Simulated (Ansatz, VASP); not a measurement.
**One calculation of AlP, two programs**

Contents of INCAR:

```
PREC = Accurate
ENCUT = 500
EDIFF = 1E-6
ISMEAR = 0
SIGMA = 0.05
LREAL = F
LASPH = T
NELM = 120
ALGO = Normal
ISIF = 2
LWAVE = F
LCHARG = F
GGA = PE
NBANDS = 11
GGA_COMPAT = F
```

KPOINTS

```
Automatic mesh
0
Gamma
  10 10 10
```

Contents of POSCAR:

```
AlP
1.0
    0.0000000000      2.7534005734      2.7534005734
    2.7534005734      0.0000000000      2.7534005734
    2.7534005734      2.7534005734      0.0000000000
Al P
1 1
Direct
    0.0000000000      0.0000000000      0.0000000000
    0.7500000000      0.7500000000      0.7500000000
```

Input for Ansatz:

```yaml
crystal:
  lattice:
    - [0.0, 2.7534005734, 2.7534005734]
    - [2.7534005734, 0.0, 2.7534005734]
    - [2.7534005734, 2.7534005734, 0.0]
  atoms:
    - { symbol: Al, position: [0.0, 0.0, 0.0] }
    - { symbol: P, position: [0.75, 0.75, 0.75] }
basis:
  ecutwfc: 420
kpoints:
  mp_grid: { grid: [10, 10, 10] }
hamiltonian:
  xc: pbe
scf:
  occupations: { method: gaussian, width: 0.05 }
output:
  forces: true
  stress: true
  eigenvalues: true
  write_density: true
  write_potential: true
  elf: true
  volumetric_format: npy
```

Alike in both runs: task single point; functional PBE; k mesh 10 × 10 × 10; occupations gaussian, width 0.05 eV; no spin polarisation.

|  | VASP | Ansatz |
| --- | --- | --- |
| version | VASP 6.6.1 | Ansatz 0.2.0 |
| potentials or method | VASP PAW PBE potentials, release 64 (Al, P), cutoff 500 eV | scalar-relativistic, plane waves, PAW |
| valence electrons in the cell | 8 | 8 |

|  | VASP | Ansatz | Ansatz less VASP |
| --- | --- | --- | --- |
| gap on the k mesh at the Fermi level (eV) | 1.63 | 1.63 | +0.002 |
| least direct gap on the mesh (eV) | 3.09 | 3.09 | +0.002 |
| pressure (GPa) | 0.0 | 0.0 | +0.09 |
